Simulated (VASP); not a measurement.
# GaN (F-43m) in VASP: a series of runs

Runs on GaN. Level: LDA. Tasks: single point, relaxation of cell and atoms.

Program: VASP 6.6.1. These are calculated values, not measurements. Logs are shortened: lines on timing, memory, paths and dates and some standing lists are left out, and cuts for length are marked.

**1. The cell of the first run**

It takes space group F-43m (No. 216, cubic). Conventional cell: a = 4.287 Å, b = 4.287 Å, c = 4.287 Å, α = 90.00°, β = 90.00°, γ = 90.00°. Ga (site symmetry -43m) has 4 N at 1.86 Å within 2.5 Å. N (site symmetry -43m) has 4 Ga at 1.86 Å within 2.5 Å.

**2. Single point, LDA**

Contents of INCAR:

```
SYSTEM = GaN
PREC = Accurate
ENCUT = 520
EDIFF = 1E-6
ISMEAR = 0
SIGMA = 0.01
LREAL = .FALSE.
LASPH = .TRUE.
NELM = 80
ALGO = Normal
ISIF = 2
LWAVE = .FALSE.
LCHARG = .FALSE.
GGA = CA
NBANDS = 16
```

Contents of KPOINTS:

```
regular mesh
0
G
  8 8 8
  0 0 0
```

Contents of POSCAR:

```
GaN
1.0
    0.0000000000      2.1435802699      2.1435802699
    2.1435802699      0.0000000000      2.1435802699
    2.1435802699      2.1435802699      0.0000000000
Ga N
1 1
Direct
    0.0000000000      0.0000000000      0.0000000000
    0.2500000000      0.2500000000      0.2500000000
```

Potentials or basis: VASP PAW LDA potentials, release 64 (Ga_d, N).

The run is started by

```bash
cat potpaw_LDA.64/Ga_d/POTCAR potpaw_LDA.64/N/POTCAR > POTCAR
mpirun -np 1 vasp_std > vasp.out
```

OUTCAR:

```text
SYSTEM = GaN
   PREC = Accurate
   ENCUT = 520
   EDIFF = 1E-6
   ISMEAR = 0
   LREAL = .FALSE.
   LASPH = .TRUE.
   NELM = 80
   ISIF = 2
   GGA = CA

 ion  position               nearest neighbor table
   1  0.000  0.000  0.000-   2 1.86   2 1.86   2 1.86   2 1.86
   2  0.250  0.250  0.250-   1 1.86   1 1.86   1 1.86   1 1.86

  LATTYP: Found a face centered cubic cell.
 ALAT       =     4.2871605398

  Lattice vectors:

 A1 = (   0.0000000000,   2.1435802699,   2.1435802699)
 A2 = (   2.1435802699,   0.0000000000,   2.1435802699)
 A3 = (   2.1435802699,   2.1435802699,   0.0000000000)

Analysis of symmetry for initial positions (statically):
=====================================================================
 Subroutine PRICEL returns:
 Original cell was already a primitive cell.

 Routine SETGRP: Setting up the symmetry group for a
 face centered cubic supercell.

 Subroutine GETGRP returns: Found 24 space group operations
 (whereof 24 operations were pure point group operations)
 out of a pool of 48 trial point group operations.

The static configuration has the point symmetry T_d .

Analysis of symmetry for dynamics (positions and initial velocities):
=====================================================================
 Subroutine PRICEL returns:
 Original cell was already a primitive cell.

 Routine SETGRP: Setting up the symmetry group for a
 face centered cubic supercell.

 Subroutine GETGRP returns: Found 24 space group operations
 (whereof 24 operations were pure point group operations)
 out of a pool of 48 trial point group operations.

The dynamic configuration has the point symmetry T_d .

 Subroutine INISYM returns: Found 24 space group operations
 (whereof 24 operations are pure point group operations),
 and found     1 'primitive' translations

----------------------------------------------------------------------------------------

                                     Primitive cell

  volume of cell :      19.6992

  direct lattice vectors                    reciprocal lattice vectors
     0.000000000  2.143580270  2.143580270    -0.233254619  0.233254619  0.233254619
     2.143580270  0.000000000  2.143580270     0.233254619 -0.233254619  0.233254619
     2.143580270  2.143580270  0.000000000     0.233254619  0.233254619 -0.233254619

  length of vectors
     3.031480290  3.031480290  3.031480290     0.404008852  0.404008852  0.404008852

  position of ions in fractional coordinates (direct lattice)
     0.000000000  0.000000000  0.000000000
     0.250000000  0.250000000  0.250000000

  ion indices of the primitive-cell ions
   primitive index   ion index
                 1           1
                 2           2

----------------------------------------------------------------------------------------

 KPOINTS: regular mesh

Automatic generation of k-mesh.
 Grid dimensions read from file:
 generate k-points for:    8    8    8

 Generating k-lattice:

  Cartesian coordinates                     Fractional coordinates (reciprocal lattice)
    -0.029156827  0.029156827  0.029156827     0.125000000  0.000000000  0.000000000
     0.029156827 -0.029156827  0.029156827     0.000000000  0.125000000  0.000000000
     0.029156827  0.029156827 -0.029156827     0.000000000  0.000000000  0.125000000

  Length of vectors
     0.050501106  0.050501106  0.050501106

  Shift w.r.t. Gamma in fractional coordinates (k-lattice)
     0.000000000  0.000000000  0.000000000

 Subroutine IBZKPT returns following result:
 ===========================================

 Found     29 irreducible k-points:

 Following reciprocal coordinates:
            Coordinates               Weight
  0.000000  0.000000  0.000000      1.000000
  0.125000  0.000000  0.000000      8.000000
  0.250000  0.000000  0.000000      8.000000
  0.375000  0.000000  0.000000      8.000000
  0.500000  0.000000  0.000000      4.000000
  0.125000  0.125000  0.000000      6.000000
[... 16 lines left out ...]
  0.500000  0.250000  0.125000     48.000000
 -0.375000  0.250000  0.125000     24.000000
 [... further k-points ...]
   k-points           NKPTS =     29   k-points in BZ     NKDIM =     29   number of bands    NBANDS=     16
   number of dos      NEDOS =    301   number of ions     NIONS =      2
   total plane-waves  NPLWV =  13824
   dimension x,y,z NGX =    24 NGY =   24 NGZ =   24
   dimension x,y,z NGXF=    48 NGYF=   48 NGZF=   48
   ions per type =               1   1
   NGX,Y,Z   is equivalent  to a cutoff of  13.16, 13.16, 13.16 a.u.
   NGXF,Y,Z  is equivalent  to a cutoff of  26.32, 26.32, 26.32 a.u.
 SYSTEM =  GaN
   PREC   = accura    normal or accurate (medium, high low for compatibility)
   ISTART =      0    job   : 0-new  1-cont  2-samecut
   ICHARG =      2    charge: 1-file 2-atom 10-const
   ISPIN  =      1    spin polarized calculation?
   LNONCOLLINEAR =      F non collinear calculations
   LSORBIT =      F    spin-orbit coupling
   LASPH  =      T    aspherical Exc in radial PAW
   ENCUT  =  520.0 eV  38.22 Ry    6.18 a.u.   5.64  5.64  5.64*2*pi/ulx,y,z
   NELM   =     80;   NELMIN=  2; NELMDL= -5     # of ELM steps
   EDIFF  = 0.1E-05   stopping-criterion for ELM
   LREAL  =      F    real-space projection
   EDIFFG = 0.1E-04   stopping-criterion for IOM
   NSW    =      0    number of steps for IOM
   IBRION =     -1    ionic relax: 0-MD 1-quasi-New 2-CG
   NFREE  =      0    steps in history (QN), initial steepest desc. (CG)
   ISIF   =      2    stress and relaxation
   ISYM   =      2    0-nonsym 1-usesym 2-fastsym
   POTIM  = 0.5000    time-step for ionic-motion
   TEBEG  =    0.0;   TEEND  =   0.0 temperature during run
   PSTRESS=    0.0 pullay stress
   NELECT =      18.0000    total number of electrons
   NUPDOWN=      -1.0000    fix difference up-down
   EMIN   =  10.00;   EMAX   =-10.00  energy-range for DOS
   EFERMI =   0.00;   METHOD = LEGACY
   ISMEAR =     0;   SIGMA  =   0.01  broadening in eV -4-tet -1-fermi 0-gaus
   EFERMI_NEDOS =   21; number of points for ismear=-14 and -15
   IALGO  =     38    algorithm
   IMIX   =      4    mixing-type and parameters
     AMIX     =   0.40;   BMIX     =  1.00
     AMIX_MAG =   1.60;   BMIX_MAG =  1.00
  volume/ion in A,a.u.               =       9.85        66.47
  Fermi-wavevector in a.u.,A,eV,Ry     =   1.588605  3.002028 34.336557  2.523666
  Thomas-Fermi vector in A             =   2.687583
   LORBIT       =      0    0 simple, 1 ext, 2 COOP (PROOUT), +10 PAW based schemes
   GGA     = CA    functional components
   LHFCALC =     F    Hartree Fock is set to
   AEXX    =    0.0000 exact exchange contribution
   IVDW    =     0    specifies the selected vdW correction
   LEPSILON=     F    determine dielectric tensor
   LRPA    =     F    only Hartree local field effects (RPA)
 non-spin polarized calculation
 Gauss-broadening in eV      SIGMA  =   0.01
  energy-cutoff  :      520.00
  volume of cell :       19.70
 maximum number of plane-waves:       544
 NGX is ok and might be reduce to    24
   NGX = 11   NGY = 11   NGZ = 11

 number of electron      18.0000001 magnetization

 Free energy of the ion-electron system (eV)
  ---------------------------------------------------
  ext. energy  EPLUGINS =         0.00000000
  ---------------------------------------------------
  free energy    TOTEN  =       -13.71732839 eV

  energy without entropy =      -13.71732839  energy(sigma->0) =      -13.71732839

 E-fermi :   6.8924     XC(G=0): -12.9414

 val. band max:        6.8348475594   @ k =   0.0000   0.0000   0.0000
 cond. band min:       9.5521997190   @ k =   0.0000   0.0000   0.0000
 fundamental gap:      2.7173521596
 Fermi energy:         6.8923559769

 k-point     1 :       0.0000    0.0000    0.0000
  band No.  band energies     occupation
      1     -10.3907      2.00000
      2      -6.9685      2.00000
      3      -6.9685      2.00000
      4      -6.9685      2.00000
      5      -6.4666      2.00000
      6      -6.4666      2.00000
[... 8 lines left out ...]
     15      26.6614      0.00000
     16      26.6614      0.00000

 k-point     2 :       0.1250    0.0000    0.0000
  band No.  band energies     occupation
      1     -10.1662      2.00000
      2      -6.9372      2.00000
      3      -6.9372      2.00000
      4      -6.9190      2.00000
      5      -6.4698      2.00000
      6      -6.4698      2.00000
[... 8 lines left out ...]
     15      24.9797      0.00000
     16      25.0447      0.00000

 k-point     3 :       0.2500    0.0000    0.0000
  band No.  band energies     occupation
      1      -9.6284      2.00000
      2      -6.8756      2.00000
      3      -6.8756      2.00000
      4      -6.6383      2.00000
      5      -6.4612      2.00000
      6      -6.4612      2.00000
[... 8 lines left out ...]
     15      24.6428      0.00000
     16      24.6428      0.00000

 k-point     4 :       0.3750    0.0000    0.0000
  band No.  band energies     occupation
      1      -9.1654      2.00000
      2      -6.8410      2.00000
      3      -6.8410      2.00000
      4      -6.4219      2.00000
      5      -6.4219      2.00000
      6      -5.8396      2.00000
[... 8 lines left out ...]
     15      26.4141      0.00000
     16      26.4141      0.00000
[... 324 lines left out ...]
 k-point    22 :       0.3750    0.2500    0.1250
  band No.  band energies     occupation
      1      -9.2669      2.00000
      2      -6.8238      2.00000
      3      -6.7863      2.00000
      4      -6.6417      2.00000
      5      -6.4356      2.00000
      6      -6.1817      2.00000
[... 8 lines left out ...]
     15      27.3004      0.00000
     16      29.9819      0.00000

 k-point    23 :       0.5000    0.2500    0.1250
  band No.  band energies     occupation
      1      -8.9564      2.00000
      2      -6.8082      2.00000
      3      -6.7400      2.00000
      4      -6.5584      2.00000
      5      -6.4189      2.00000
      6      -5.3620      2.00000
[... 8 lines left out ...]
     15      27.5284      0.00000
     16      29.7449      0.00000

 k-point    24 :      -0.3750    0.2500    0.1250
  band No.  band energies     occupation
      1      -8.8601      2.00000
      2      -6.8180      2.00000
      3      -6.7184      2.00000
      4      -6.5102      2.00000
      5      -6.4196      2.00000
      6      -4.6850      2.00000
[... 8 lines left out ...]
     15      26.9573      0.00000
     16      29.6284      0.00000

 [... further k-points ...]

------------------------ aborting loop because EDIFF is reached ----------------------------------------

  FORCE on cell =-STRESS in cart. coord.  units (eV):
  Direction    XX          YY          ZZ          XY          YZ          ZX
  --------------------------------------------------------------------------------------
  -------------------------------------------------------------------------------------
  Total        3.8741702      3.8741702      3.8741702      0.0000000      0.0000000      0.0000000
  in kB      315.0939246    315.0939246    315.0939246      0.0000000      0.0000000      0.0000000
  external PRESSURE =     315.0939246 kB  Pullay stress =       0.0000000 kB

 VOLUME and BASIS-vectors are now :
 -----------------------------------------------------------------------------
  energy-cutoff  :      520.00
  volume of cell :       19.70
      direct lattice vectors                 reciprocal lattice vectors
     0.000000000  2.143580270  2.143580270    -0.233254619  0.233254619  0.233254619
     2.143580270  0.000000000  2.143580270     0.233254619 -0.233254619  0.233254619
     2.143580270  2.143580270  0.000000000     0.233254619  0.233254619 -0.233254619

 POSITION                                       TOTAL-FORCE (eV/Angst)
 -----------------------------------------------------------------------------------
      0.00000      0.00000      0.00000         0.000000      0.000000      0.000000
      1.07179      1.07179      1.07179        -0.000000     -0.000000     -0.000000
 -----------------------------------------------------------------------------------
    total drift:                                0.000003      0.000003      0.000003

  FREE ENERGIE OF THE ION-ELECTRON SYSTEM (eV)
  ---------------------------------------------------
  free  energy   TOTEN  =       -13.7173283944 eV

  energy  without entropy=      -13.7173283944  energy(sigma->0) =      -13.71732839
```

Run time: 15 s. Hardware: 1 thread of AMD EPYC 7R43 (Zen 3), shared host; peak memory 0.1 GiB.

What came out:

```
Free energy            : -13.7173 eV
Pressure               : 31.5 GPa
Band gap on the k mesh : 2.72 eV
```

Levels at points of the mesh, in eV from the valence-band top:
```tsv
k point	band 6	band 7	band 8	band 9	band 10	band 11	band 12	band 13
(0.00, 0.00, 0.00)	-13.30	0.00	0.00	0.00	2.72	11.05	11.05	11.05
(0.50, 0.00, 0.00)	-11.91	-8.20	-1.19	-1.19	5.59	9.32	10.97	10.97
(0.50, 0.50, 0.00)	-11.47	-6.86	-3.32	-3.32	3.28	7.32	12.67	15.38
```

Caveat: the cell stands under pressure.

(Continued in part 2 of 2.)
